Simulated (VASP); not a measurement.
# Fe (P6_3/mmc) in VASP: relaxation of cell and atoms with PBE

Aim: the relaxation of cell and atoms of Fe with PBE.

All numbers are computed with VASP 6.6.1; they aren't measurements. Logs are shortened: lines on timing, memory, paths and dates and some standing lists are left out, and cuts for length are marked.

### Step 1. The cell of the first run

The structure is hexagonal, space group P6_3/mmc (No. 194). Conventional cell: a = 2.262 Å, b = 2.262 Å, c = 7.351 Å, α = 90.00°, β = 90.00°, γ = 120.00°. Within 3.0 Å of Fe (site symmetry -3m) lie 12 Fe at 2.25 to 2.26 Å. Fe (site symmetry -6m2) has 12 Fe at 2.25 to 2.26 Å within 3.0 Å.

This isn't the form of Fe at room conditions, which is bcc.

### Step 2. Relaxation of cell and atoms, PBE, collinear spin, ferromagnetic start, target pressure 140 GPa, at which the enthalpy is minimised

INCAR

```
PREC = Accurate
ENCUT = 600
EDIFF = 1E-7
ISMEAR = -1
SIGMA = 0.08
LREAL = F
LASPH = T
NELM = 150
ALGO = Normal
ISIF = 3
LWAVE = F
LCHARG = F
ISPIN = 2
MAGMOM = 2.5 2.5 2.5 2.5
LORBIT = 11
LMAXMIX = 4
GGA = PE
IBRION = 2
NSW = 60
EDIFFG = -0.005
PSTRESS = 1400.0
```

KPOINTS

```
Automatic mesh
0
Gamma
  16 16 5
```

POSCAR

```
Fe
1.0
    2.2619080640      0.0000000000      0.0000000000
   -1.1309540320      1.9588698444      0.0000000000
    0.0000000000      0.0000000000      7.3512012078
Fe
4
Direct
    0.0000000000      0.0000000000      0.0000000000
    0.0000000000      0.0000000000      0.5000000000
    0.3333333333      0.6666666667      0.2500000000
    0.6666666667      0.3333333333      0.7500000000
```

Potentials or basis: VASP PAW PBE potentials, release 64 (Fe).

Command:

```sh
cat potpaw_PBE.64/Fe/POTCAR > POTCAR
mpirun -np 1 vasp_std > vasp.out
```

OUTCAR:

```text
PREC = Accurate
   ENCUT = 600
   EDIFF = 1E-7
   ISMEAR = -1
   LREAL = F
   LASPH = T
   NELM = 150
   ISIF = 3
   ISPIN = 2
   LORBIT = 11
   GGA = PE
   IBRION = 2
   NSW = 60
   EDIFFG = -0.005
   PSTRESS = 1400.0

 ion  position               nearest neighbor table
   1  0.000  0.000  0.000-   3 2.25   4 2.25   3 2.25   4 2.25   4 2.25   3 2.25
   2  0.000  0.000  0.500-   3 2.25   4 2.25   3 2.25   4 2.25   4 2.25   3 2.25
   3  0.333  0.667  0.250-   1 2.25   2 2.25   1 2.25   2 2.25   1 2.25   2 2.25
   4  0.667  0.333  0.750-   1 2.25   2 2.25   1 2.25   2 2.25   1 2.25   2 2.25

  LATTYP: Found a hexagonal cell.
 ALAT       =     2.2619080640
 C/A-ratio  =     3.2499999999

  Lattice vectors:

 A1 = (   2.2619080640,   0.0000000000,   0.0000000000)
 A2 = (  -1.1309540320,   1.9588698444,   0.0000000000)
 A3 = (   0.0000000000,   0.0000000000,   7.3512012078)

Analysis of symmetry for initial positions (statically):
=====================================================================
 Subroutine PRICEL returns:
 Original cell was already a primitive cell.

 Routine SETGRP: Setting up the symmetry group for a
 hexagonal supercell.

 Subroutine GETGRP returns: Found 24 space group operations
 (whereof 12 operations were pure point group operations)
 out of a pool of 24 trial point group operations.

The static configuration has the point symmetry D_3d.
 The point group associated with its full space group is D_6h.

Analysis of symmetry for dynamics (positions and initial velocities):
=====================================================================
 Subroutine PRICEL returns:
 Original cell was already a primitive cell.

 Routine SETGRP: Setting up the symmetry group for a
 hexagonal supercell.

 Subroutine GETGRP returns: Found 24 space group operations
 (whereof 12 operations were pure point group operations)
 out of a pool of 24 trial point group operations.

The dynamic configuration has the point symmetry D_3d.
 The point group associated with its full space group is D_6h.

Analysis of structural, dynamic, and magnetic symmetry:
=====================================================================
 Subroutine PRICEL returns:
 Original cell was already a primitive cell.

 Routine SETGRP: Setting up the symmetry group for a
 hexagonal supercell.

 Subroutine GETGRP returns: Found 24 space group operations
 (whereof 12 operations were pure point group operations)
 out of a pool of 24 trial point group operations.

The overall configuration has the point symmetry D_3d.
 The point group associated with its full space group is D_6h.

 Subroutine INISYM returns: Found 24 space group operations
 (whereof 12 operations are pure point group operations),
 and found     1 'primitive' translations

----------------------------------------------------------------------------------------

                                     Primitive cell

  volume of cell :      32.5716

  direct lattice vectors                    reciprocal lattice vectors
     2.261908064  0.000000000  0.000000000     0.442104618  0.255249220  0.000000000
    -1.130954032  1.958869844  0.000000000     0.000000000  0.510498440  0.000000000
     0.000000000  0.000000000  7.351201208     0.000000000  0.000000000  0.136032190

  length of vectors
     2.261908064  2.261908064  7.351201208     0.510498440  0.510498440  0.136032190

  position of ions in fractional coordinates (direct lattice)
     0.000000000  0.000000000  0.000000000
     0.000000000  0.000000000  0.500000000
     0.333333333  0.666666667  0.250000000
     0.666666667  0.333333333  0.750000000

  ion indices of the primitive-cell ions
   primitive index   ion index
                 1           1
                 2           2
                 3           3
                 4           4

----------------------------------------------------------------------------------------

 KPOINTS: Automatic mesh

Automatic generation of k-mesh.
 Grid dimensions read from file:
 generate k-points for:   16   16    5

 Generating k-lattice:

  Cartesian coordinates                     Fractional coordinates (reciprocal lattice)
     0.027631539  0.015953076  0.000000000     0.062500000  0.000000000  0.000000000
     0.000000000  0.031906153  0.000000000     0.000000000  0.062500000  0.000000000
     0.000000000  0.000000000  0.027206438     0.000000000  0.000000000  0.200000000

  Length of vectors
     0.031906153  0.031906153  0.027206438

  Shift w.r.t. Gamma in fractional coordinates (k-lattice)
     0.000000000  0.000000000  0.000000000

 Subroutine IBZKPT returns following result:
 ===========================================

 Found     90 irreducible k-points:

 Following reciprocal coordinates:
            Coordinates               Weight
  0.000000  0.000000  0.000000      1.000000
  0.062500  0.000000  0.000000      6.000000
  0.125000  0.000000  0.000000      6.000000
  0.187500  0.000000  0.000000      6.000000
  0.250000  0.000000  0.000000      6.000000
  0.312500  0.000000  0.000000      6.000000
[... 16 lines left out ...]
  0.187500  0.187500  0.000000      6.000000
  0.250000  0.187500  0.000000     12.000000
 [... further k-points ...]
   k-points           NKPTS =     90   k-points in BZ     NKDIM =     90   number of bands    NBANDS=     25
   number of dos      NEDOS =    301   number of ions     NIONS =      4
   total plane-waves  NPLWV =  19440
   dimension x,y,z NGX =    18 NGY =   18 NGZ =   60
   dimension x,y,z NGXF=    36 NGYF=   36 NGZF=  120
   ions per type =               4
   NGX,Y,Z   is equivalent  to a cutoff of  13.23, 13.23, 13.57 a.u.
   NGXF,Y,Z  is equivalent  to a cutoff of  26.46, 26.46, 27.14 a.u.
 SYSTEM =  unknown system
   PREC   = accura    normal or accurate (medium, high low for compatibility)
   ISTART =      0    job   : 0-new  1-cont  2-samecut
   ICHARG =      2    charge: 1-file 2-atom 10-const
   ISPIN  =      2    spin polarized calculation?
   LNONCOLLINEAR =      F non collinear calculations
   LSORBIT =      F    spin-orbit coupling
   LASPH  =      T    aspherical Exc in radial PAW
   ENCUT  =  600.0 eV  44.10 Ry    6.64 a.u.   4.52  4.52 14.68*2*pi/ulx,y,z
   NELM   =    150;   NELMIN=  2; NELMDL= -5     # of ELM steps
   EDIFF  = 0.1E-06   stopping-criterion for ELM
   LREAL  =      F    real-space projection
   EDIFFG = -.5E-02   stopping-criterion for IOM
   NSW    =     60    number of steps for IOM
   IBRION =      2    ionic relax: 0-MD 1-quasi-New 2-CG
   NFREE  =      1    steps in history (QN), initial steepest desc. (CG)
   ISIF   =      3    stress and relaxation
   ISYM   =      2    0-nonsym 1-usesym 2-fastsym
   POTIM  = 0.5000    time-step for ionic-motion
   TEBEG  =    0.0;   TEEND  =   0.0 temperature during run
   PSTRESS= 1400.0 pullay stress
   NELECT =      32.0000    total number of electrons
   NUPDOWN=      -1.0000    fix difference up-down
   EMIN   =  10.00;   EMAX   =-10.00  energy-range for DOS
   EFERMI =   0.00;   METHOD = LEGACY
   ISMEAR =    -1;   SIGMA  =   0.08  broadening in eV -4-tet -1-fermi 0-gaus
   EFERMI_NEDOS =   21; number of points for ismear=-14 and -15
   IALGO  =     38    algorithm
   IMIX   =      4    mixing-type and parameters
     AMIX     =   0.40;   BMIX     =  1.00
     AMIX_MAG =   1.60;   BMIX_MAG =  1.00
  volume/ion in A,a.u.               =       8.14        54.95
  Fermi-wavevector in a.u.,A,eV,Ry     =   1.627466  3.075464 36.037003  2.648645
  Thomas-Fermi vector in A             =   2.720256
   LORBIT       =     11    0 simple, 1 ext, 2 COOP (PROOUT), +10 PAW based schemes
   GGA     = PE    functional components
   LHFCALC =     F    Hartree Fock is set to
   AEXX    =    0.0000 exact exchange contribution
   IVDW    =     0    specifies the selected vdW correction
   LEPSILON=     F    determine dielectric tensor
   LRPA    =     F    only Hartree local field effects (RPA)
 conjugate gradient relaxation of ions
 spin polarized calculation
  energy-cutoff  :      600.00
  volume of cell :       32.57
 maximum number of plane-waves:      1116
   NGX =  9   NGY =  9   NGZ = 29

--------------------------------------- Ionic step        1  -------------------------------------------

 number of electron      31.9999988 magnetization      -0.0003170

 number of electron      31.9999988 magnetization       0.0001008

 Free energy of the ion-electron system (eV)
  ---------------------------------------------------
  ext. energy  EPLUGINS =         0.00000000
  ---------------------------------------------------
  free energy    TOTEN  =       -30.14283764 eV

  energy without entropy =      -30.03435016  energy(sigma->0) =      -30.08859390

 E-fermi :   9.7616     XC(G=0): -15.1523

 val. band max:        9.7605923561   @ k =   0.1875   0.0625   0.4000
 cond. band min:       9.7617428379   @ k =   0.3125   0.0625   0.4000
 fundamental gap:      0.0011504818
 Fermi energy:         9.7616330758

 spin component 1

 k-point     1 :       0.0000    0.0000    0.0000
  band No.  band energies     occupation
      1      -0.4487      1.00000
      2       2.2264      1.00000
      3       2.2311      1.00000
      4       3.3566      1.00000
      5       6.8279      1.00000
      6       6.8317      1.00000
[... 1458 lines left out ...]
  energy  without entropy=      -29.1795660041  energy(sigma->0) =      -29.23126929

  enthalpy is  TOTEN    =        -1.8017146078 eV   P V=       27.4812579708

[... ionic steps 4 to 7 ...]

--------------------------------------- Ionic step        8  -------------------------------------------

 number of electron      31.9999981 magnetization      -0.0000002

 number of electron      31.9999981 magnetization       0.0000000
[... 81 lines left out ...]
 number of electron      31.9999981 magnetization      -0.0000000

 number of electron      31.9999981 magnetization       0.0000000

 Free energy of the ion-electron system (eV)
  ---------------------------------------------------
  ext. energy  EPLUGINS =         0.00000000
  ---------------------------------------------------
  free energy    TOTEN  =       -29.19232151 eV

  energy without entropy =      -29.08916913  energy(sigma->0) =      -29.14074532

 E-fermi :  10.3241     XC(G=0): -15.3948

 val. band max:       10.3218023209   @ k =   0.1875   0.0625   0.4000
 cond. band min:      10.3275298853   @ k =   0.2500   0.0625   0.2000
 fundamental gap:      0.0057275643
 Fermi energy:        10.3240894740

 spin component 1

 k-point     1 :       0.0000    0.0000    0.0000
  band No.  band energies     occupation
      1      -0.1062      1.00000
      2       2.6388      1.00000
      3       2.6449      1.00000
      4       3.6137      1.00000
      5       7.2905      1.00000
      6       7.2962      1.00000
[... 1374 lines left out ...]
  energy  without entropy=      -29.0891691293  energy(sigma->0) =      -29.14074532

  enthalpy is  TOTEN    =        -1.8040555982 eV   P V=       27.3882659134

 reached required accuracy - stopping structural energy minimisation

 total charge

# of ion       s       p       d       tot
------------------------------------------
    1        0.695   0.951   6.714   8.360
    2        0.695   0.951   6.714   8.360
    3        0.695   0.953   6.715   8.363
    4        0.695   0.953   6.715   8.363
--------------------------------------------------
tot          2.780   3.808  26.860  33.447

 magnetization (x)

# of ion       s       p       d       tot
------------------------------------------
    1        0.000   0.000   0.000   0.000
    2        0.000   0.000   0.000   0.000
    3       -0.000   0.000   0.000   0.000
    4       -0.000   0.000   0.000   0.000
--------------------------------------------------
tot          0.000   0.000   0.000   0.000
```

Wall time 8.9 min (1 thread of Intel Xeon 6975P-C (Granite Rapids), shared host); peak memory 0.26 GiB.

What came out:

```
Free energy                                                : -29.1923 eV
Relaxed volume                                             : 7.84 Å³/atom
Relaxed cell                                               : a = 2.239 Å, b = 2.239 Å, c = 7.222 Å, α = 90.00°, β = 90.00°, γ = 120.00°
Space group after relaxing (to 0.1 Å)                      : P6_3/mmc (No. 194)
Energy change on relaxing (the run minimises the enthalpy) : +237.6 meV/atom
Ionic steps                                                : 10
Pressure after relaxing                                    : 140.0 GPa
Band gap on the k mesh                                     : zero (filled and empty bands overlap)
Net moment                                                 : 0.00 μB per cell
```

The path:
| step | energy change (eV) | largest force (eV/Å) | pressure (GPa) | volume (Å³) |
| --- | --- | --- | --- | --- |
| 1 | 0.0000 | 0.0000 | 109.81 | 32.57 |
| 2 | 9.1436 | 0.0000 | 370.13 | 25.86 |
| 3 | 0.8599 | 0.0000 | 137.19 | 31.45 |
| 4 | 0.9404 | 0.0000 | 139.66 | 31.36 |
| 5 | 0.9613 | 0.0000 | 140.31 | 31.33 |
| 6 | 0.9495 | 0.0000 | 139.99 | 31.35 |
| 7 | 0.9538 | 0.0000 | 140.12 | 31.34 |
| 8 | 0.9537 | 0.0000 | 140.12 | 31.34 |
| 9 | 0.9354 | 0.0000 | 139.56 | 31.36 |
| 10 | 0.9505 | 0.0000 | 140.03 | 31.34 |

Final structure:
```
Fe
1.0
     2.23858    0.00000    0.00000
    -1.11929    1.93867    0.00000
     0.00000    0.00000    7.22222
Fe
4
Direct
  0.00000 0.00000 0.00000
  0.00000 0.00000 0.50000
  0.33333 0.66667 0.25000
  0.66667 0.33333 0.75000
```

Caveat: the cell is relaxed towards a set pressure, so the run minimises the enthalpy, not the energy.
